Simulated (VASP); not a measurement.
# AlNi (Cmmm) in VASP: single point with LDA

Aim: the single point of AlNi with LDA.

Everything below comes from runs of VASP 6.6.1. Logs are shortened: lines on timing, memory, paths and dates and some standing lists are left out, and cuts for length are marked.

### Step 1. The cell of the first run

Symmetry: Cmmm, No. 65, orthorhombic system. The conventional cell has a = 3.877 Å, b = 3.906 Å, c = 3.099 Å, α = 90.00°, β = 90.00°, γ = 90.00°. Within 3.3 Å of Al (site symmetry mmm) lie 8 Ni at 2.48 to 2.49 Å and 6 Al at 2.75 to 3.10 Å. Ni (site symmetry mmm) has 8 Al at 2.48 to 2.49 Å and 6 Ni at 2.75 to 3.10 Å within 3.3 Å.

### Step 2. Single point, LDA

INCAR reads:

```
PREC     = Accurate       # precision mode
ENCUT    = 520            # plane-wave cutoff, eV
EDIFF    = 1E-6           # SCF threshold, eV
ISMEAR   = 0              # smearing method
SIGMA    = 0.05           # smearing width, eV
LREAL    = False          # projectors in reciprocal space
LASPH    = True           # aspherical terms in the spheres
NELM     = 80             # most SCF steps
ALGO     = Normal         # electronic algorithm
ISIF     = 2              # what is computed and relaxed
LWAVE    = False          # write WAVECAR
LCHARG   = True           # write CHGCAR
LELF     = True           # ELF
LVHAR    = True         
NBANDS   = 14             # bands
```

KPOINTS reads:

```
regular mesh
0
Gamma
  14 14 12
```

POSCAR reads:

```
AlNi
1.0
    1.9386940000     -1.9531901500      0.0000000000
    1.9386940000      1.9531901500      0.0000000000
    0.0000000000      0.0000000000      3.0994300400
Al Ni
1 1
Direct
    0.0000000000      0.0000000000      0.0000000000
    0.5000000000      0.5000000000      0.5000000000
```

Potentials or basis: VASP PAW LDA potentials, release 64 (Al, Ni).

Launch:

```bash
$ cat potpaw_LDA.64/Al/POTCAR potpaw_LDA.64/Ni/POTCAR > POTCAR
$ mpirun -np 1 vasp_std > vasp.out
```

OUTCAR:

```text
PREC = Accurate
   ENCUT = 520
   EDIFF = 1E-6
   ISMEAR = 0
   LREAL = False
   LASPH = True
   NELM = 80
   ISIF = 2

 ion  position               nearest neighbor table
   1  0.000  0.000  0.000-   2 2.48   2 2.48   2 2.48   2 2.48   2 2.49   2 2.49   2 2.49   2 2.49

   2  0.500  0.500  0.500-   1 2.48   1 2.48   1 2.48   1 2.48   1 2.49   1 2.49   1 2.49   1 2.49

  LATTYP: Found a base centered orthorhombic cell.
 ALAT       =     3.8773880000
 B/A-ratio  =     1.0074772759
 C/A-ratio  =     0.7993603013

  Lattice vectors:

 A1 = (   1.9386940000,  -1.9531901500,   0.0000000000)
 A2 = (   1.9386940000,   1.9531901500,   0.0000000000)
 A3 = (   0.0000000000,   0.0000000000,   3.0994300400)

Analysis of symmetry for initial positions (statically):
=====================================================================
 Subroutine PRICEL returns:
 Original cell was already a primitive cell.

 Routine SETGRP: Setting up the symmetry group for a
 base centered orthorhombic supercell.

 Subroutine GETGRP returns: Found  8 space group operations
 (whereof  8 operations were pure point group operations)
 out of a pool of  8 trial point group operations.

The static configuration has the point symmetry D_2h.

Analysis of symmetry for dynamics (positions and initial velocities):
=====================================================================
 Subroutine PRICEL returns:
 Original cell was already a primitive cell.

 Routine SETGRP: Setting up the symmetry group for a
 base centered orthorhombic supercell.

 Subroutine GETGRP returns: Found  8 space group operations
 (whereof  8 operations were pure point group operations)
 out of a pool of  8 trial point group operations.

The dynamic configuration has the point symmetry D_2h.

 Subroutine INISYM returns: Found  8 space group operations
 (whereof  8 operations are pure point group operations),
 and found     1 'primitive' translations

----------------------------------------------------------------------------------------

                                     Primitive cell

  volume of cell :      23.4728

  direct lattice vectors                    reciprocal lattice vectors
     1.938694000 -1.953190150  0.000000000     0.257905580 -0.255991461  0.000000000
     1.938694000  1.953190150  0.000000000     0.257905580  0.255991461  0.000000000
     0.000000000  0.000000000  3.099430040     0.000000000  0.000000000  0.322639965

  length of vectors
     2.751996764  2.751996764  3.099430040     0.363382603  0.363382603  0.322639965

  position of ions in fractional coordinates (direct lattice)
     0.000000000  0.000000000  0.000000000
     0.500000000  0.500000000  0.500000000

  ion indices of the primitive-cell ions
   primitive index   ion index
                 1           1
                 2           2

----------------------------------------------------------------------------------------

 KPOINTS: regular mesh

Automatic generation of k-mesh.
 Grid dimensions read from file:
 generate k-points for:   14   14   12

 Generating k-lattice:

  Cartesian coordinates                     Fractional coordinates (reciprocal lattice)
     0.018421827 -0.018285104  0.000000000     0.071428571  0.000000000  0.000000000
     0.018421827  0.018285104  0.000000000     0.000000000  0.071428571  0.000000000
     0.000000000  0.000000000  0.026886664     0.000000000  0.000000000  0.083333333

  Length of vectors
     0.025955900  0.025955900  0.026886664

  Shift w.r.t. Gamma in fractional coordinates (k-lattice)
     0.000000000  0.000000000  0.000000000

 Subroutine IBZKPT returns following result:
 ===========================================

 Found    399 irreducible k-points:

 Following reciprocal coordinates:
            Coordinates               Weight
  0.000000  0.000000  0.000000      1.000000
  0.071429  0.000000  0.000000      4.000000
  0.142857  0.000000  0.000000      4.000000
  0.214286 -0.000000  0.000000      4.000000
  0.285714  0.000000  0.000000      4.000000
  0.357143 -0.000000  0.000000      4.000000
[... 16 lines left out ...]
  0.214286  0.142857  0.000000      4.000000
  0.285714  0.142857  0.000000      4.000000
 [... further k-points ...]
   k-points           NKPTS =    399   k-points in BZ     NKDIM =    399   number of bands    NBANDS=     14
   number of dos      NEDOS =    301   number of ions     NIONS =      2
   total plane-waves  NPLWV =   9600
   dimension x,y,z NGX =    20 NGY =   20 NGZ =   24
   dimension x,y,z NGXF=    40 NGYF=   40 NGZF=   48
   ions per type =               1   1
   NGX,Y,Z   is equivalent  to a cutoff of  12.08, 12.08, 12.87 a.u.
   NGXF,Y,Z  is equivalent  to a cutoff of  24.16, 24.16, 25.75 a.u.
 SYSTEM =  unknown system
   PREC   = accura    normal or accurate (medium, high low for compatibility)
   ISTART =      0    job   : 0-new  1-cont  2-samecut
   ICHARG =      2    charge: 1-file 2-atom 10-const
   ISPIN  =      1    spin polarized calculation?
   LNONCOLLINEAR =      F non collinear calculations
   LSORBIT =      F    spin-orbit coupling
   LASPH  =      T    aspherical Exc in radial PAW
   ENCUT  =  520.0 eV  38.22 Ry    6.18 a.u.   5.12  5.12  5.76*2*pi/ulx,y,z
   NELM   =     80;   NELMIN=  2; NELMDL= -5     # of ELM steps
   EDIFF  = 0.1E-05   stopping-criterion for ELM
   LREAL  =      F    real-space projection
   EDIFFG = 0.1E-04   stopping-criterion for IOM
   NSW    =      0    number of steps for IOM
   IBRION =     -1    ionic relax: 0-MD 1-quasi-New 2-CG
   NFREE  =      0    steps in history (QN), initial steepest desc. (CG)
   ISIF   =      2    stress and relaxation
   ISYM   =      2    0-nonsym 1-usesym 2-fastsym
   POTIM  = 0.5000    time-step for ionic-motion
   TEBEG  =    0.0;   TEEND  =   0.0 temperature during run
   PSTRESS=    0.0 pullay stress
   NELECT =      13.0000    total number of electrons
   NUPDOWN=      -1.0000    fix difference up-down
   EMIN   =  10.00;   EMAX   =-10.00  energy-range for DOS
   EFERMI =   0.00;   METHOD = LEGACY
   ISMEAR =     0;   SIGMA  =   0.05  broadening in eV -4-tet -1-fermi 0-gaus
   EFERMI_NEDOS =   21; number of points for ismear=-14 and -15
   IALGO  =     38    algorithm
   IMIX   =      4    mixing-type and parameters
     AMIX     =   0.40;   BMIX     =  1.00
     AMIX_MAG =   1.60;   BMIX_MAG =  1.00
  volume/ion in A,a.u.               =      11.74        79.20
  Fermi-wavevector in a.u.,A,eV,Ry     =   1.344417  2.540580 24.591955  1.807458
  Thomas-Fermi vector in A             =   2.472413
   LORBIT       =      0    0 simple, 1 ext, 2 COOP (PROOUT), +10 PAW based schemes
   GGA     = CA    functional components
   LHFCALC =     F    Hartree Fock is set to
   AEXX    =    0.0000 exact exchange contribution
   IVDW    =     0    specifies the selected vdW correction
   LEPSILON=     F    determine dielectric tensor
   LRPA    =     F    only Hartree local field effects (RPA)
 non-spin polarized calculation
 Gauss-broadening in eV      SIGMA  =   0.05
  energy-cutoff  :      520.00
  volume of cell :       23.47
 maximum number of plane-waves:       646
   NGX = 11   NGY = 11   NGZ = 11

 number of electron      13.0000022 magnetization

 Free energy of the ion-electron system (eV)
  ---------------------------------------------------
  ext. energy  EPLUGINS =         0.00000000
  ---------------------------------------------------
  free energy    TOTEN  =       -12.14333957 eV

  energy without entropy =      -12.14229795  energy(sigma->0) =      -12.14281876

 E-fermi :  10.0215     XC(G=0): -12.3909

 val. band max:       10.0202315672   @ k =   0.3571   0.3571   0.0000
 cond. band min:      10.0377057107   @ k =   0.4286   0.2143   0.3333
 fundamental gap:      0.0174741435
 Fermi energy:        10.0214693054

 k-point     1 :       0.0000    0.0000    0.0000
  band No.  band energies     occupation
      1      -1.2340      2.00000
      2       6.5656      2.00000
      3       6.6945      2.00000
      4       8.3094      2.00000
      5       8.3290      2.00000
      6       8.6313      2.00000
      7      12.9271      0.00000
      8      16.9994      0.00000
      9      17.0444      0.00000
     10      17.2417      0.00000
     11      18.7257      0.00000
     12      24.4714      0.00000
     13      30.3290      0.00000
     14      30.3385      0.00000

 k-point     2 :       0.0714    0.0000    0.0000
  band No.  band energies     occupation
      1      -1.1313      2.00000
      2       6.5934      2.00000
      3       6.7050      2.00000
      4       8.2431      2.00000
      5       8.3265      2.00000
      6       8.5904      2.00000
      7      13.0870      0.00000
      8      15.7116      0.00000
      9      17.1468      0.00000
     10      17.3551      0.00000
     11      19.6893      0.00000
     12      24.9546      0.00000
     13      28.9582      0.00000
     14      30.3509      0.00000

 k-point     3 :       0.1429    0.0000    0.0000
  band No.  band energies     occupation
      1      -0.8248      2.00000
      2       6.6567      2.00000
      3       6.7296      2.00000
      4       8.0513      2.00000
      5       8.3427      2.00000
      6       8.4794      2.00000
      7      13.5355      0.00000
      8      13.8904      0.00000
      9      17.4267      0.00000
     10      17.5123      0.00000
     11      20.7689      0.00000
     12      26.3772      0.00000
     13      26.9692      0.00000
     14      29.9387      0.00000
[... 324 lines left out ...]
 k-point    23 :       0.2143    0.1429    0.0000
  band No.  band energies     occupation
      1       0.0874      2.00000
      2       6.7269      2.00000
      3       6.8758      2.00000
      4       7.8209      2.00000
      5       8.1452      2.00000
      6       8.1627      2.00000
      7      12.4024      0.00000
      8      14.7749      0.00000
      9      14.9846      0.00000
     10      18.2561      0.00000
     11      24.3945      0.00000
     12      25.2849      0.00000
     13      25.3767      0.00000
     14      27.4892      0.00000

 k-point    24 :       0.2857    0.1429    0.0000
  band No.  band energies     occupation
      1       0.7750      2.00000
      2       6.4562      2.00000
      3       7.0082      2.00000
      4       7.6076      2.00000
      5       8.0144      2.00000
      6       8.1873      2.00000
      7      11.0636      0.00000
      8      15.5235      0.00000
      9      15.6027      0.00000
     10      18.5375      0.00000
     11      23.5004      0.00000
     12      23.5079      0.00000
     13      25.1264      0.00000
     14      27.2404      0.00000

 [... further k-points ...]
[... 5 lines left out ...]
  --------------------------------------------------------------------------------------
  -------------------------------------------------------------------------------------
  Total       -0.2512384     -0.4902606     -1.2945100      0.0000000      0.0000000      0.0000000
  in kB      -17.1486910    -33.4635436    -88.3589159      0.0000000      0.0000000      0.0000000
  external PRESSURE =     -46.3237168 kB  Pullay stress =       0.0000000 kB

 VOLUME and BASIS-vectors are now :
 -----------------------------------------------------------------------------
  energy-cutoff  :      520.00
  volume of cell :       23.47
      direct lattice vectors                 reciprocal lattice vectors
     1.938694000 -1.953190150  0.000000000     0.257905580 -0.255991461  0.000000000
     1.938694000  1.953190150  0.000000000     0.257905580  0.255991461  0.000000000
     0.000000000  0.000000000  3.099430040     0.000000000  0.000000000  0.322639965

 POSITION                                       TOTAL-FORCE (eV/Angst)
 -----------------------------------------------------------------------------------
      0.00000      0.00000      0.00000         0.000000     -0.000000      0.000000
      1.93869      0.00000      1.54972        -0.000000      0.000000      0.000000
 -----------------------------------------------------------------------------------
    total drift:                                0.000000      0.000000      0.000000

  FREE ENERGIE OF THE ION-ELECTRON SYSTEM (eV)
  ---------------------------------------------------
  free  energy   TOTEN  =       -12.1433395693 eV

  energy  without entropy=      -12.1422979500  energy(sigma->0) =      -12.14281876
```

Wall time 40 s (1 thread of AMD EPYC 9R45 (Zen 5), shared host); peak memory 0.2 GiB.

What came out:

```
Free energy : -12.1433 eV
Pressure    : -4.6 GPa
```

Spin polarisation is off, so any magnetic state and its effect on volume and gap are missing.
